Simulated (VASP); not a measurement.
Input of a VASP 6.6.1 run:

The input INCAR:

```
ALGO = Normal
EDIFF = 1E-6
ENCUT = 560
GGA_COMPAT = False
ISIF = 2
ISMEAR = -1
LASPH = True
LCHARG = True
LELF = True
LREAL = False
LVHAR = True
LWAVE = False
NBANDS = 14
NELM = 120
PREC = Accurate
SIGMA = 0.1
```

Contents of KPOINTS:

```
k-points
0
Gamma
  20 20 19
```

Contents of POSCAR:

```
Ru
1.0
    2.1800051484      0.0000000000      0.0000000000
   -1.0900025742      1.8879398389      0.0000000000
    0.0000000000      0.0000000000      2.0337940150
Ru
1
Direct
    0.0000000000      0.0000000000      0.0000000000
```

Potentials or basis: VASP PAW LDA potentials, release 64 (Ru_sv).

The run is started by

```console
$ cat potpaw_LDA.64/Ru_sv/POTCAR > POTCAR
$ mpirun -np 1 vasp_std > vasp.out
```

Question: Estimate the band gap on the k mesh.

Answer: Zero (bands 8 and 9 overlap by 8.38 eV).

Question: What does it give for the pressure?

Answer: 511.4 GPa.

Stress tensor (GPa, compression positive):
```
511.63   0.00   0.00
  0.00 511.63   0.00
  0.00   0.00 510.88
```

Caveat: atoms lie so close that the PAW spheres overlap strongly, which falsifies energies and pressures; the cell stands under pressure.
